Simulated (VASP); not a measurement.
Wanted: the native input for a VASP 6.6.1 run.

```
Task                   : single point
Functional             : LDA
Potentials or basis    : VASP PAW LDA potentials, release 64 (Al, N)
Cutoff                 : 520 eV
k mesh                 : 12 × 12 × 6
Occupations            : methfessel-paxton, width 0.05 eV
Spin                   : no spin polarisation
Dipole correction      : no
Further INCAR settings : ALGO = Normal; EDIFF = 1e-06; NBANDS = 16
```

The structure of AlN lies in POSCAR:

```
AlN
1.0
    3.3557014719      0.0000000000      0.0000000000
   -1.6778507360      2.9061221181      0.0000000000
    0.0000000000      0.0000000000      4.2426688325
Al N
2 2
Direct
    0.3333333333      0.6666666667      0.7500000000
    0.6666666667      0.3333333333      0.2500000000
    0.3333333333      0.6666666667      0.2500000000
    0.6666666667      0.3333333333      0.7500000000
```

One way to write it, as run:

INCAR

```
SYSTEM = AlN
PREC = Accurate
ENCUT = 520
EDIFF = 1E-6
ISMEAR = 1
SIGMA = 0.05
LREAL = .FALSE.
LASPH = .TRUE.
NELM = 80
ALGO = Normal
ISIF = 2
LWAVE = .FALSE.
LCHARG = .FALSE.
NBANDS = 16
```

KPOINTS

```
regular mesh
0
G
  12 12 6
  0 0 0
```

Potentials or basis: VASP PAW LDA potentials, release 64 (Al, N).

The run is started by

```bash
$ cat potpaw_LDA.64/Al/POTCAR potpaw_LDA.64/N/POTCAR > POTCAR
$ mpirun -np 1 vasp_std > vasp.out
```

It gave:

```yaml
Pressure: -15.3 GPa
Band_gap_on_the_k_mesh: 2.99 eV, direct
```

Run time: 17 s on 1 thread of Intel(R) Xeon(R) 6975P-C (Granite Rapids), on a shared host, peak memory 0.16 GiB.
